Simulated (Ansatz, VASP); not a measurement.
# Al3BSb2 in VASP and in Ansatz

File INCAR:

```
SYSTEM = Al3BSb2
ALGO = Normal
EDIFF = 1E-7
EDIFFG = -0.08
ENCUT = 500
GGA = PE
GGA_COMPAT = .FALSE.
IBRION = 2
ISIF = 3
ISMEAR = 0
LASPH = .TRUE.
LCHARG = .FALSE.
LREAL = .FALSE.
LWAVE = .FALSE.
NELM = 120
NELMIN = 4
NSW = 36
PREC = Accurate
SIGMA = 0.2
```

KPOINTS

```
k-points
0
G
  4 4 2
  0 0 0
```

POSCAR

```
Al3BSb2
1.0
    4.6550913800      0.0000000000      0.0000000000
   -2.3275456900      4.0314273900      0.0000000000
    0.0000000000      0.0000000000      7.4397364400
Al B Sb
3 1 2
Direct
    0.0000000000      0.0000000000      0.2024961500
    0.0000000000      0.0000000000      0.7975038500
    0.0000000000      0.0000000000      0.5000000000
    0.0000000000      0.0000000000      0.0000000000
    0.3333333300      0.6666666700      0.5000000000
    0.6666666700      0.3333333300      0.5000000000
```

Input for Ansatz:

```yaml
crystal:
  lattice:
    - [4.65509138, 0.0, 0.0]
    - [-2.32754569, 4.03142739, 0.0]
    - [0.0, 0.0, 7.43973644]
  atoms:
    - { symbol: Al, position: [0.0, 0.0, 0.20249615] }
    - { symbol: Al, position: [0.0, 0.0, 0.79750385] }
    - { symbol: Al, position: [0.0, 0.0, 0.5] }
    - { symbol: B, position: [0.0, 0.0, 0.0] }
    - { symbol: Sb, position: [0.33333333, 0.66666667, 0.5] }
    - { symbol: Sb, position: [0.66666667, 0.33333333, 0.5] }
basis:
  ecutwfc: 420
kpoints:
  mp_grid: { grid: [4, 4, 2] }
hamiltonian:
  xc: pbe
scf:
  occupations: { method: gaussian, width: 0.2 }
  lower_state_search: "off"
output:
  forces: true
  stress: true
  eigenvalues: true
relax:
  adjacent_minimum: "off"
  f_tol: 0.08
  max_steps: 16
  cell: { stress_tol: 0.8 }
```

Alike in both runs: task relaxation of cell and atoms; functional PBE; k mesh 4 × 4 × 2; occupations gaussian, width 0.2 eV; no spin polarisation.

|  | VASP | Ansatz |
| --- | --- | --- |
| version | VASP 6.6.1 | Ansatz 0.2.0 |
| potentials or method | VASP PAW PBE potentials, release 64 (Al, B, Sb), cutoff 500 eV | scalar-relativistic, plane waves, PAW |
| valence electrons in the cell | 22 | 42 |

|  | VASP | Ansatz | Ansatz less VASP |
| --- | --- | --- | --- |
| gap on the k mesh at the Fermi level, each at its own relaxed structure (eV) | none | none | - |
| relaxed volume (Å³/atom) | 35.49 | 35.40 | -0.089 |
| relaxed cell length with the largest relative difference (Å) | 5.253 | 5.249 | -0.0046 |

A gap of «none» marks a metal or a gap that the smearing closes. VASP's potentials hold 22 valence electrons a cell and Ansatz's 42, so a difference there can come from the potentials and not from the codes.

The k mesh is coarse, so the values compare programs but aren't converged. Neither program's run includes spin-orbit coupling. Noted on VASP's run: the volume moved by over 15 % at a fixed basis, so the end points are rough.
